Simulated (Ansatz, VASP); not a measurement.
Two plane-wave programs on Na

```
Na
1.0
    -2.12142    2.12142    2.12142
     2.12142   -2.12142    2.12142
     2.12142    2.12142   -2.12142
Na
1
Cartesian
  0.0000 0.0000 0.0000
```

Change from the starting cell: volume scaled by 1.025, PAW files.

Alike in both runs: task electric field gradients; functional PBEsol; k mesh 12 × 12 × 12; occupations fermi-dirac, width 0.05 eV; no spin polarisation.

```csv
,VASP,Ansatz
version,VASP 6.6.1,Ansatz 0.2.0
potentials or method,"VASP PAW PBE potentials, release 64 (Na_pv)","PAW with Ansatz's default frozen-core files, scalar-relativistic"
plane-wave cutoff (eV),400,420
valence electrons in the cell,7,9
```

VASP gave:

```
pressure (GPa) : -0.6
```

Problem. Estimate Ansatz's values.

Solution. Pressure (GPa): -0.4.

VASP's potentials were made for PBE, not for PBEsol. VASP's potentials hold 7 valence electrons a cell and Ansatz's 9, so a difference there can come from the potentials and not from the codes.
